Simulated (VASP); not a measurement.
Ag: single point with PBEsol

Crystal: Ag.

```xyz
2
Lattice="2.9244 0.0000 0.0000 -1.4622 2.5326 0.0000 0.0000 0.0000 4.6907" Properties=species:S:1:pos:R:3 pbc="T T T"
Ag    0.0000    1.6884    1.1727
Ag    1.4622    0.8442    3.5180
```

This cell differs from its parent crystal: strain +0.0200 x Voigt [1, 1, 0, 0, 0, 0].

| Property | Result |
| --- | --- |
| Program | VASP 6.6.1 |
| Task | single point |
| Functional | PBEsol |
| Potentials or basis | VASP PAW PBE potentials, release 64 (Ag) |
| Cutoff | 520 eV |
| k mesh | 24 × 24 × 14 |
| Occupations | gaussian, width 0.15 eV |
| Spin | no spin polarisation |

- Pressure: -4.3 GPa
- Band gap on the k mesh: zero (bands 11 and 12 overlap by 7.28 eV)

Stress tensor (GPa, compression positive):
```
-5.11  0.00  0.00
 0.00 -5.11  0.00
 0.00  0.00 -2.80
```

Levels at points of the mesh, in eV from the Fermi level:
```
           k point  band 7  band 8  band 9  band 10  band 11  band 12  band 13  band 14  band 15  band 16
(0.00, 0.00, 0.00)   -4.38   -4.12   -4.12    -3.06    -3.06    -0.29     3.69    15.41    17.68    17.69
(0.50, 0.00, 0.00)   -3.80   -2.99   -2.85    -2.84     0.01     1.38     6.85     7.09     9.29    10.28
(0.00, 0.00, 0.50)   -4.46   -4.46   -3.37    -3.37    -3.37    -3.37    11.34    11.34    15.77    15.77
(0.50, 0.00, 0.50)   -3.12   -3.12   -2.89    -2.89     0.69     0.69     4.40     4.40    13.27    13.27
```

It took 3.3 min on 1 thread of Intel(R) Xeon(R) Platinum 8259CL CPU @ 2.50GHz (Skylake/Cascade Lake), with other jobs on the host, peak memory 0.35 GiB.

Caveat: the cell differs from its parent crystal (strain +0.0200 x Voigt [1, 1, 0, 0, 0, 0]); the cell stands under tension; the PAW data sets were made with another functional, which shifts forces and pressure a little.
